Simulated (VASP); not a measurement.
Input of a VASP 6.6.1 run:

The input INCAR:

```
ALGO = Normal
EDIFF = 1E-8
ENCUT = 520
GGA = PE
ISIF = 2
ISMEAR = -1
LASPH = T
LCHARG = F
LEFG = T
LREAL = F
LWAVE = F
NBANDS = 16
NELM = 80
PREC = Accurate
SIGMA = 0.05
```

The input KPOINTS:

```
k-points
0
Gamma
  12 12 9
```

The input POSCAR:

```
ZrB2
1.0
    3.1649998255      0.0000000000      0.0000000000
   -1.5824999128      2.7409702519      0.0000000000
    0.0000000000      0.0000000000      3.6256000000
Zr B
1 2
Direct
    0.0000000000      0.0000000000      0.0000000000
    0.3333333333      0.6666666667      0.5000000000
    0.6666666667      0.3333333333      0.5000000000
```

Potentials or basis: VASP PAW PBE potentials, release 64 (Zr_sv, B).

Run with:

```bash
$ cat potpaw_PBE.64/Zr_sv/POTCAR potpaw_PBE.64/B/POTCAR > POTCAR
$ mpirun -np 1 vasp_std > vasp.out
```

Task: Estimate the pressure.

Result: -3.9 GPa.

Task: Estimate the band gap on the k mesh.

Result: Zero (bands 9 and 10 overlap by 1.23 eV).

Electric field gradients, principal values (V/Å²):
| atom | least | middle | greatest (by size) |
| --- | --- | --- | --- |
| 1 Zr | -21.731 | -21.731 | 43.462 |
| 2 B | -1.657 | -1.657 | 3.314 |
| 3 B | -1.657 | -1.657 | 3.314 |

Caveat: the cell differs from its parent crystal (zz strain of +3 %); the cell stands under tension; without QUAD_EFG the Cq values of the log hold for a quadrupole moment of 1 mb, not for the nuclei.
